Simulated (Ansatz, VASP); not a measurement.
One calculation of Ga, two programs

```xyz
2
Lattice="-2.2168 2.2168 1.1593 2.2168 -2.2168 1.1593 2.2168 2.2168 -1.1593" Properties=species:S:1:pos:R:3 pbc="T T T"
Ga    0.0000   -1.1084   -0.2898
Ga    0.0000    1.1084    0.2898
```

Change from the starting cell: volume scaled by 0.58, PAW files.

Alike in both runs: task single point; functional PBE; k mesh 17 × 17 × 17; occupations fermi-dirac, width 0.08 eV; no spin polarisation.

|  | VASP | Ansatz |
| --- | --- | --- |
| version | VASP 6.6.1 | Ansatz 0.2.0 |
| potentials or method | VASP PAW PBE potentials, release 64 (Ga_d) | PAW with Ansatz's default frozen-core files, scalar-relativistic |
| plane-wave cutoff (eV) | 520 | 420 |
| valence electrons in the cell | 26 | 26 |

VASP gave:

- pressure (GPa): 101.7

Problem. Estimate Ansatz's values.

Solution. Pressure (GPa): 100.7.

Both programs put the cell under a high pressure, so it lies far from rest at this level.

Noted on VASP's run: the cell as given lies far from equilibrium.
